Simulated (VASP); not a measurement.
# AlCo (zincblende type) (F-43m) in VASP: notebook

The runs below take AlCo (zincblende type) through relaxation of cell and atoms, with PBE.

Everything below comes from runs of VASP 6.6.1. Logs are shortened: lines on timing, memory, paths and dates and some standing lists are left out, and cuts for length are marked.

**1. The cell of the first run**

The structure is cubic, space group F-43m (No. 216). Conventional cell: a = 4.575 Å, b = 4.575 Å, c = 4.575 Å, α = 90.00°, β = 90.00°, γ = 90.00°. Within 2.6 Å of Co (site symmetry -43m) lie 4 Al at 1.98 Å. Within 2.6 Å of Al (site symmetry -43m) lie 4 Co at 1.98 Å.

**2. Relaxation of cell and atoms, PBE, target pressure 50 GPa, at which the enthalpy is minimised**

INCAR reads:

```
SYSTEM = AlCo
PREC = Accurate ; ENCUT = 600
EDIFF = 1E-7 ; ISMEAR = -1
SIGMA = 0.08 ; LREAL = .FALSE.
LASPH = .TRUE. ; NELM = 80
ALGO = Normal ; ISIF = 3
LWAVE = .FALSE. ; LCHARG = .FALSE.
GGA = PE ; IBRION = 2
NSW = 60 ; EDIFFG = -0.005
PSTRESS = 500.0
```

KPOINTS reads:

```
Automatic mesh
0
G
  13 13 13
  0 0 0
```

POSCAR reads:

```
AlCo
1.0
    0.0000000000      2.2876581358      2.2876581358
    2.2876581358      0.0000000000      2.2876581358
    2.2876581358      2.2876581358      0.0000000000
Co Al
1 1
Direct
    0.0000000000      0.0000000000      0.0000000000
    0.2500000000      0.2500000000      0.2500000000
```

Potentials or basis: VASP PAW PBE potentials, release 64 (Co, Al).

On the command line:

```sh
> cat potpaw_PBE.64/Co/POTCAR potpaw_PBE.64/Al/POTCAR > POTCAR
> mpirun -np 1 vasp_std > vasp.out
```

OUTCAR:

```text
SYSTEM = AlCo
   PREC = Accurate
   ENCUT = 600
   EDIFF = 1E-7
   ISMEAR = -1
   LREAL = .FALSE.
   LASPH = .TRUE.
   NELM = 80
   ISIF = 3
   GGA = PE
   IBRION = 2
   NSW = 60
   EDIFFG = -0.005
   PSTRESS = 500.0

 ion  position               nearest neighbor table
   1  0.000  0.000  0.000-   2 1.98   2 1.98   2 1.98   2 1.98
   2  0.250  0.250  0.250-   1 1.98   1 1.98   1 1.98   1 1.98

  LATTYP: Found a face centered cubic cell.
 ALAT       =     4.5753162716

  Lattice vectors:

 A1 = (   0.0000000000,   2.2876581358,   2.2876581358)
 A2 = (   2.2876581358,   0.0000000000,   2.2876581358)
 A3 = (   2.2876581358,   2.2876581358,   0.0000000000)

Analysis of symmetry for initial positions (statically):
=====================================================================
 Subroutine PRICEL returns:
 Original cell was already a primitive cell.

 Routine SETGRP: Setting up the symmetry group for a
 face centered cubic supercell.

 Subroutine GETGRP returns: Found 24 space group operations
 (whereof 24 operations were pure point group operations)
 out of a pool of 48 trial point group operations.

The static configuration has the point symmetry T_d .

Analysis of symmetry for dynamics (positions and initial velocities):
=====================================================================
 Subroutine PRICEL returns:
 Original cell was already a primitive cell.

 Routine SETGRP: Setting up the symmetry group for a
 face centered cubic supercell.

 Subroutine GETGRP returns: Found 24 space group operations
 (whereof 24 operations were pure point group operations)
 out of a pool of 48 trial point group operations.

The dynamic configuration has the point symmetry T_d .

 Subroutine INISYM returns: Found 24 space group operations
 (whereof 24 operations are pure point group operations),
 and found     1 'primitive' translations

----------------------------------------------------------------------------------------

                                     Primitive cell

  volume of cell :      23.9444

  direct lattice vectors                    reciprocal lattice vectors
     0.000000000  2.287658136  2.287658136    -0.218564126  0.218564126  0.218564126
     2.287658136  0.000000000  2.287658136     0.218564126 -0.218564126  0.218564126
     2.287658136  2.287658136  0.000000000     0.218564126  0.218564126 -0.218564126

  length of vectors
     3.235237162  3.235237162  3.235237162     0.378564170  0.378564170  0.378564170
[... 107 lines left out ...]
   LHFCALC =     F    Hartree Fock is set to
   AEXX    =    0.0000 exact exchange contribution
   IVDW    =     0    specifies the selected vdW correction
   LEPSILON=     F    determine dielectric tensor
   LRPA    =     F    only Hartree local field effects (RPA)
 conjugate gradient relaxation of ions
 non-spin polarized calculation
  energy-cutoff  :      600.00
  volume of cell :       23.94
 maximum number of plane-waves:       821
 NGX is ok and might be reduce to    28
   NGX = 13   NGY = 13   NGZ = 13

--------------------------------------- Ionic step        1  -------------------------------------------

 number of electron      12.0000003 magnetization

 Free energy of the ion-electron system (eV)
  ---------------------------------------------------
  ext. energy  EPLUGINS =         0.00000000
  ---------------------------------------------------
  free energy    TOTEN  =        -6.68889755 eV

  energy without entropy =       -6.67496033  energy(sigma->0) =       -6.68192894

------------------------ aborting loop because EDIFF is reached ----------------------------------------

  FORCE on cell =-STRESS in cart. coord.  units (eV):
  Direction    XX          YY          ZZ          XY          YZ          ZX
  --------------------------------------------------------------------------------------
  -------------------------------------------------------------------------------------
  Total       11.1345496     11.1345496     11.1345496     -0.0000000      0.0000000      0.0000000
  in kB      745.0404760    745.0404760    745.0404760     -0.0000000      0.0000000      0.0000000
  external PRESSURE =     245.0404760 kB  Pullay stress =     500.0000000 kB
[... 97 lines left out ...]
  energy  without entropy=       -7.5881515451  energy(sigma->0) =       -7.59633698

  enthalpy is  TOTEN    =         0.6193696976 eV   P V=        8.2238921154

[... ionic steps 4 to 13 ...]

--------------------------------------- Ionic step       14  -------------------------------------------

 number of electron      12.0000000 magnetization

------------------------ aborting loop because EDIFF is reached ----------------------------------------
[... 71 lines left out ...]
--------------------------------------- Ionic step       16  -------------------------------------------

 number of electron      12.0000000 magnetization

 Free energy of the ion-electron system (eV)
  ---------------------------------------------------
  ext. energy  EPLUGINS =         0.00000000
  ---------------------------------------------------
  free energy    TOTEN  =        -7.56966437 eV

  energy without entropy =       -7.55344327  energy(sigma->0) =       -7.56155382

 E-fermi :   8.1382     XC(G=0): -11.3871

 val. band max:        7.9229041514   @ k =  -0.3846   0.4615   0.1538
 cond. band min:       8.1474932882   @ k =  -0.3077   0.4615   0.2308
 fundamental gap:      0.2245891368
 Fermi energy:         8.1381760962

 k-point     1 :       0.0000    0.0000    0.0000
  band No.  band energies     occupation
      1      -1.0810      2.00000
      2       6.2896      2.00000
      3       6.2896      2.00000
      4       6.2896      2.00000
      5       7.2457      1.99997
      6       7.2457      1.99997
      7      17.4649      0.00000
      8      17.4649      0.00000
      9      17.4649      0.00000
     10      19.6582      0.00000
[... 287 lines left out ...]
 k-point    24 :       0.4615    0.1538    0.0000
  band No.  band energies     occupation
      1       2.4521      2.00000
      2       5.0587      2.00000
      3       6.2531      2.00000
      4       6.5886      2.00000
      5       7.4915      1.99938
      6       7.5845      1.99803
      7       8.6888      0.00205
      8      13.8292      0.00000
      9      13.9514      0.00000
     10      17.2374      0.00000

 [... further k-points ...]

------------------------ aborting loop because EDIFF is reached ----------------------------------------

  FORCE on cell =-STRESS in cart. coord.  units (eV):
  Direction    XX          YY          ZZ          XY          YZ          ZX
  --------------------------------------------------------------------------------------
  -------------------------------------------------------------------------------------
  Total        8.1836445      8.1836445      8.1836445     -0.0000000     -0.0000000      0.0000000
  in kB      499.6938565    499.6938565    499.6938565     -0.0000000     -0.0000000      0.0000000
  external PRESSURE =      -0.3061435 kB  Pullay stress =     500.0000000 kB
[... 21 lines left out ...]
  energy  without entropy=       -7.5534432740  energy(sigma->0) =       -7.56155382

  enthalpy is  TOTEN    =         0.6189939657 eV   P V=        8.1886583310

 reached required accuracy - stopping structural energy minimisation
```

OSZICAR:

```text
N       E                     dE             d eps       ncg     rms          rms(c)
DAV:   1     0.490232749604E+02    0.49023E+02   -0.60757E+03  1696   0.143E+03
DAV:   2    -0.515209487485E+01   -0.54175E+02   -0.51522E+02  1690   0.206E+02
DAV:   3    -0.684519240049E+01   -0.16931E+01   -0.16763E+01  2014   0.478E+01
[... 119 lines left out ...]
DAV:   1    -0.756975336332E+01   -0.57590E-02   -0.13542E-03  1826   0.654E-01    0.864E-02
DAV:   2    -0.756990092978E+01   -0.14757E-03   -0.39597E-03  1862   0.926E-01    0.127E-01
DAV:   3    -0.756966662950E+01    0.23430E-03   -0.17455E-03  1844   0.630E-01    0.128E-02
DAV:   4    -0.756966438227E+01    0.22472E-05   -0.10287E-05  1696   0.308E-02    0.341E-03
DAV:   5    -0.756966436536E+01    0.16909E-07   -0.60579E-07  1574   0.103E-02
  16 F= 0.61899397E+00 E0= 0.62710451E+00  d E =-.284984E-04
```

Wall time 3 min (1 thread of AMD EPYC 9R14 (Zen 4), shared host); peak memory 0.15 GiB.

What came out:

* Free energy: -7.5697 eV
* Relaxed volume: 13.12 Å³/atom
* Relaxed cell: a = 3.335 Å, b = 3.335 Å, c = 3.335 Å, α = 60.00°, β = 60.00°, γ = 60.00°
* Space group after relaxing (to 0.1 Å): F-43m (No. 216)
* Energy change on relaxing (the run minimises the enthalpy): -440.4 meV/atom
* Ionic steps: 16
* Pressure after relaxing: 50.0 GPa
* Band gap on the k mesh: zero (bands 6 and 7 overlap by 0.02 eV)

The path:
```
step  energy change (eV)  largest force (eV/Å)  pressure (GPa)  volume (Å³)
   1              0.0000                0.0000           74.50        23.94
   2             -1.8471                0.0000           20.34        30.87
   3             -0.9156                0.0000           48.99        26.35
   4             -0.8824                0.0000           49.94        26.24
   5             -0.8675                0.0000           50.36        26.20
   6             -0.8680                0.0000           50.34        26.20
   7             -0.8694                0.0000           50.29        26.20
   8             -0.8695                0.0000           50.27        26.20
   9             -0.8695                0.0000           50.24        26.20
  10             -0.8696                0.0000           50.29        26.20
  11             -0.8698                0.0000           50.29        26.20
  12             -0.8701                0.0000           50.28        26.21
  13             -0.8708                0.0000           50.26        26.21
  14             -0.8723                0.0000           50.21        26.21
  15             -0.8751                0.0000           50.13        26.22
  16             -0.8808                0.0000           49.97        26.24
```

Final structure:
```
CELL_PARAMETERS angstrom
0.00000 2.35853 2.35853
2.35853 0.00000 2.35853
2.35853 2.35853 0.00000
ATOMIC_POSITIONS crystal
Co 0.00000 0.00000 0.00000
Al 0.25000 0.25000 0.25000
```

Caveat: the cell is relaxed towards a set pressure, so the run minimises the enthalpy, not the energy; the run has no spin polarisation, though such a crystal can be magnetic. Spin polarisation is off, so any magnetic state and its effect on volume and gap are missing.

**3. Relaxation of cell and atoms, PBE, target pressure 50 GPa, at which the enthalpy is minimised**

This run uses another cell than the first one, of 13.11 Å³/atom.

INCAR reads:

```
SYSTEM = AlCo
PREC     = Accurate       ! precision mode
ENCUT    = 600            ! plane-wave cutoff, eV
EDIFF    = 1E-6           ! SCF threshold, eV
ISMEAR   = -1             ! smearing method
SIGMA    = 0.08           ! smearing width, eV
LREAL    = .False.        ! projectors in reciprocal space
LASPH    = .True.         ! aspherical terms in the spheres
NELM     = 100            ! most SCF steps
ALGO     = Normal         ! electronic algorithm
ISIF     = 3              ! what is computed and relaxed
LWAVE    = .False.        ! write WAVECAR
LCHARG   = .False.        ! write CHGCAR
GGA      = PE             ! functional
IBRION   = 2              ! ionic algorithm
NSW      = 32             ! ionic steps
EDIFFG   = -0.005         ! ionic threshold
PSTRESS  = 500.0
```

KPOINTS reads:

```
regular mesh
0
Gamma
  13 13 13
  0 0 0
```

POSCAR reads:

```
AlCo
1.0
    0.0000000000      2.3580216471      2.3580216471
    2.3580216471      0.0000000000      2.3580216471
    2.3580216471      2.3580216471      0.0000000000
Co Al
1 1
Direct
    0.0000000000      0.0000000000      0.0000000000
    0.2500000000      0.2500000000      0.2500000000
```

Potentials or basis: VASP PAW PBE potentials, release 64 (Co, Al).

On the command line:

```sh
> cat potpaw_PBE.64/Co/POTCAR potpaw_PBE.64/Al/POTCAR > POTCAR
> mpirun -np 1 vasp_std > vasp.out
```

Run time: 45 s. Hardware: 1 thread of AMD EPYC 9R14 (Zen 4), shared host; peak memory 0.15 GiB.

It converged, with:

```
Free energy                                                : -7.5687 eV
Relaxed volume                                             : 13.12 Å³/atom
Relaxed cell                                               : a = 3.335 Å, b = 3.335 Å, c = 3.335 Å, α = 60.00°, β = 60.00°, γ = 60.00°
Space group after relaxing (to 0.1 Å)                      : F-43m (No. 216)
Energy change on relaxing (the run minimises the enthalpy) : -1.8 meV/atom
Ionic steps                                                : 3
Pressure after relaxing                                    : 50.0 GPa
Band gap on the k mesh                                     : zero (bands 6 and 7 overlap by 0.02 eV)
```

The path:
```
step  energy change (eV)  largest force (eV/Å)  pressure (GPa)  volume (Å³)
   1              0.0000                0.0000           50.13        26.22
   2             -0.0125                0.0000           49.75        26.26
   3             -0.0035                0.0000           50.01        26.23
```

Final structure:
```yaml
crystal:
  lattice:
    - [0.00000, 2.35836, 2.35836]
    - [2.35836, 0.00000, 2.35836]
    - [2.35836, 2.35836, 0.00000]
  atoms:
    - { symbol: Co, position: [0.00000, 0.00000, 0.00000] }
    - { symbol: Al, position: [0.25000, 0.25000, 0.25000] }
```

Levels at points of the mesh, in eV from the Fermi level:
| k point | band 3 | band 4 | band 5 | band 6 | band 7 | band 8 | band 9 | band 10 |
| --- | --- | --- | --- | --- | --- | --- | --- | --- |
| (0.00, 0.00, 0.00) | -1.85 | -1.85 | -0.89 | -0.89 | 9.33 | 9.33 | 9.33 | 11.52 |

Caveat: the cell is relaxed towards a set pressure, so the run minimises the enthalpy, not the energy; the run has no spin polarisation, though such a crystal can be magnetic. Spin polarisation is off, so any magnetic state and its effect on volume and gap are missing.

The gap in the log of VASP goes by the Fermi energy; the results here count the filled bands.